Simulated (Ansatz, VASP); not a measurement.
## One calculation of AgCl, two programs

Contents of INCAR:

```
  PREC = Accurate
  ENCUT = 520
  EDIFF = 1E-8
  ISMEAR = -1
  SIGMA = 0.01
  LREAL = False
  LASPH = True
  NELM = 60
  ALGO = Normal
  ISIF = 2
  LWAVE = False
  LCHARG = False
  GGA = PE
  LEFG = True
  NBANDS = 16
```

The input KPOINTS:

```
Automatic mesh
0
Gamma
  9 9 9
```

Contents of POSCAR:

```
AgCl
1.0
    3.5026524600      0.0000000000      0.0000000000
    0.0000000000      3.5026524600      0.0000000000
    0.0000000000      0.0000000000      3.4339730000
Ag Cl
1 1
Direct
    0.0000000000      0.0000000000      0.0000000000
    0.5000000000      0.5000000000      0.5000000000
```

Input for Ansatz:

```yaml
crystal:
  lattice:
    - [3.50265246, 0.0, 0.0]
    - [0.0, 3.50265246, 0.0]
    - [0.0, 0.0, 3.433973]
  atoms:
    - { symbol: Ag, position: [0.0, 0.0, 0.0] }
    - { symbol: Cl, position: [0.5, 0.5, 0.5] }
kpoints:
  mp_grid: { grid: [9, 9, 9] }
scf:
  occupations: { method: fermi_dirac, width: 0.01 }
hamiltonian:
  xc: pbe
  pseudopotentials: { kind: paw }
output:
  forces: true
  stress: true
  eigenvalues: true
  efg: { contact_densities: true }
```

Change from the starting cell: equal xx and yy strain of +2 %, PAW files.

Alike in both runs: task electric field gradients; functional PBE; k mesh 9 × 9 × 9; occupations fermi-dirac, width 0.01 eV; no spin polarisation.

```csv
,VASP,Ansatz
version,VASP 6.6.1,Ansatz 0.2.0
potentials or method,"VASP PAW PBE potentials, release 64 (Ag, Cl)","PAW with Ansatz's default frozen-core files, scalar-relativistic"
plane-wave cutoff (eV),520,420
valence electrons in the cell,18,26
```

```csv
,VASP,Ansatz,Ansatz less VASP
gap on the k mesh at the Fermi level (eV),0.57,0.57,0.000
pressure (GPa),-1.9,-1.8,+0.11
"traceless stress, the component that is largest in VASP (GPa)",0.61,0.61,-0.001
size of Vzz on the site where it differs most (V/Å²),1.9,2.5,+0.60
```

VASP's potentials hold 18 valence electrons a cell and Ansatz's 26, so a difference there can come from the potentials and not from the codes.
